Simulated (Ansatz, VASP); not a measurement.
ZnS in VASP and in Ansatz

The input INCAR:

```
ALGO = Normal
EDIFF = 1E-6
ENCUT = 500
GGA = CA
GGA_COMPAT = F
ISIF = 2
ISMEAR = 0
LASPH = T
LCHARG = F
LREAL = F
LWAVE = F
NBANDS = 16
NELM = 120
PREC = Accurate
SIGMA = 0.02
```

Contents of KPOINTS:

```
k-points
0
Gamma
  10 10 10
```

The input POSCAR:

```
ZnS
1.0
    0.0000000000      2.6483452481      2.6483452481
    2.6483452481      0.0000000000      2.6483452481
    2.6483452481      2.6483452481      0.0000000000
Zn S
1 1
Direct
    0.0000000000      0.0000000000      0.0000000000
    0.2500000000      0.2500000000      0.2500000000
```

Input for Ansatz:

```yaml
crystal:
  lattice:
    - [0.0, 2.6483452481, 2.6483452481]
    - [2.6483452481, 0.0, 2.6483452481]
    - [2.6483452481, 2.6483452481, 0.0]
  atoms:
    - { symbol: Zn, position: [0.0, 0.0, 0.0] }
    - { symbol: S, position: [0.25, 0.25, 0.25] }
basis:
  ecutwfc: 420
kpoints:
  mp_grid: { grid: [10, 10, 10] }
  band_path:
    path:
      - [[0.0, 0.0, 0.0], [-0.5, -0.5, 0.0], [-0.375, -0.375, 0.25]]
      - [[-0.375, 0.0, 0.375], [0.0, 0.0, 0.0], [0.0, 0.0, 0.5], [-0.5, -0.25, 0.25], [-0.5, -0.5, 0.0]]
    npoints: 10
hamiltonian:
  xc: lda
  pseudopotentials: { kind: paw, azcp: { folder: soft_1 } }
scf:
  occupations: { method: gaussian, width: 0.02 }
  n_extra_bands: 7
output:
  forces: true
  stress: true
  eigenvalues: true
```

Alike in both runs: task single point; functional LDA; k mesh 10 × 10 × 10; occupations gaussian, width 0.02 eV; no spin polarisation.

|  | VASP | Ansatz |
| --- | --- | --- |
| version | VASP 6.6.1 | Ansatz 0.2.0 |
| potentials or method | VASP PAW LDA potentials, release 64 (Zn, S), cutoff 500 eV | scalar-relativistic, plane waves, PAW |
| valence electrons in the cell | 18 | 18 |

```csv
,VASP,Ansatz,Ansatz less VASP
gap on the k mesh at the Fermi level (eV),2.16,2.12,-0.041
least direct gap on the mesh (eV),2.16,2.12,-0.041
pressure (GPa),0.2,0.0,-0.23
```

Ansatz warns that its potentials were made for another functional, while VASP's fit it. LDA's correlation is that of Perdew and Zunger in VASP and of Perdew and Wang (1992) in Ansatz.
